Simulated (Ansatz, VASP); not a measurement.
# One calculation of Mg6CuC, two programs

```
CELL_PARAMETERS angstrom
3.51790 0.00000 0.00000
0.00000 4.08596 5.02518
0.00000 -4.08596 5.02518
ATOMIC_POSITIONS crystal
Cu 0.00000 0.94445 0.94445
Mg 0.50000 0.13600 0.13600
Mg 0.50000 0.10565 0.66489
Mg 0.50000 0.66489 0.10565
Mg 0.00000 0.38014 0.38014
Mg 0.00000 0.45226 0.79512
Mg 0.00000 0.79512 0.45226
C 0.50000 0.52149 0.52149
```

Alike in both runs: task single point; functional PBE; k mesh 8 × 4 × 4; occupations fermi-dirac, width 0.05 eV; no spin polarisation.

```csv
,VASP,Ansatz
version,VASP 6.6.1,Ansatz 0.2.0
potentials or method,"VASP PAW PBE potentials, release 64 (Cu, Mg, C)",Ansatz PAW
plane-wave cutoff (eV),520,420
valence electrons in the cell,27,83
```

```tsv
	VASP	Ansatz	Ansatz less VASP
gap on the k mesh at the Fermi level (eV)	none	none	-
pressure (GPa)	-0.1	0.0	+0.10
traceless stress, the component that is largest in VASP (GPa)	-2.03	-2.06	-0.029
rms of the force components (eV/Å)	0.054	0.052	-0.0021
```

Atom by atom the forces differ by 0.004 eV/Å (rms over components). A gap of «none» marks a metal or a gap that the smearing closes. VASP's potentials hold 27 valence electrons a cell and Ansatz's 83, so a difference there can come from the potentials and not from the codes.
